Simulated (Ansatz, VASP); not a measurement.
## CdP2C: VASP beside Ansatz

INCAR

```
ALGO = Normal
EDIFF = 1E-6
ENCUT = 520
GGA = PE
ISIF = 2
ISMEAR = -1
LASPH = True
LCHARG = True
LELF = True
LREAL = False
LVHAR = True
LWAVE = False
NBANDS = 21
NELM = 100
PREC = Accurate
SIGMA = 0.02
```

KPOINTS

```
k-points
0
Gamma
  8 8 4
```

The input POSCAR:

```
CdP2C
1.0
    3.3048442395      0.0000000000      0.0000000000
    0.0000000000      3.3048442395      0.0000000000
    0.0000000000      0.0000000000      5.9718363745
Cd P C
1 2 1
Direct
    0.0000000000      0.0000000000      0.0000000000
    0.0000000000      0.5000000000      0.3265445503
    0.5000000000      0.0000000000      0.6734554497
    0.5000000000      0.5000000000      0.5000000000
```

Input for Ansatz:

```yaml
crystal:
  lattice:
    - [3.3048442395, 0.0, 0.0]
    - [0.0, 3.3048442395, 0.0]
    - [0.0, 0.0, 5.9718363745]
  atoms:
    - { symbol: Cd, position: [0.0, 0.0, 0.0] }
    - { symbol: P, position: [0.0, 0.5, 0.3265445503] }
    - { symbol: C, position: [0.5, 0.5, 0.5] }
    - { symbol: P, position: [0.5, 0.0, 0.6734554497] }
kpoints:
  mp_grid: { grid: [8, 8, 4] }
  band_path:
    path:
      - [0.0, 0.0, 0.0]
      - [0.0, 0.5, 0.0]
      - [0.5, 0.5, 0.0]
      - [0.0, 0.0, 0.5]
      - [0.0, 0.5, 0.5]
      - [0.5, 0.5, 0.5]
      - [0.125, -0.5, -0.5]
    npoints: 1
hamiltonian:
  xc: pbe
scf:
  occupations: { method: fermi_dirac, width: 0.02 }
  n_extra_bands: 5
output:
  forces: true
  stress: true
  eigenvalues: true
```

Alike in both runs: task single point; functional PBE; k mesh 8 × 8 × 4; occupations fermi-dirac, width 0.02 eV; no spin polarisation.

|  | VASP | Ansatz |
| --- | --- | --- |
| version | VASP 6.6.1 | Ansatz 0.2.0 |
| potentials or method | VASP PAW PBE potentials, release 64 (Cd, P, C) | plane waves, PAW |
| plane-wave cutoff (eV) | 520 | 420 |
| valence electrons in the cell | 26 | 34 |

|  | VASP | Ansatz | Ansatz less VASP |
| --- | --- | --- | --- |
| pressure (GPa) | 1.7 | 1.5 | -0.16 |
| rms of the force components (eV/Å) | 0.082 | 0.057 | -0.0254 |

VASP's potentials hold 26 valence electrons a cell and Ansatz's 34, so a difference there can come from the potentials and not from the codes.
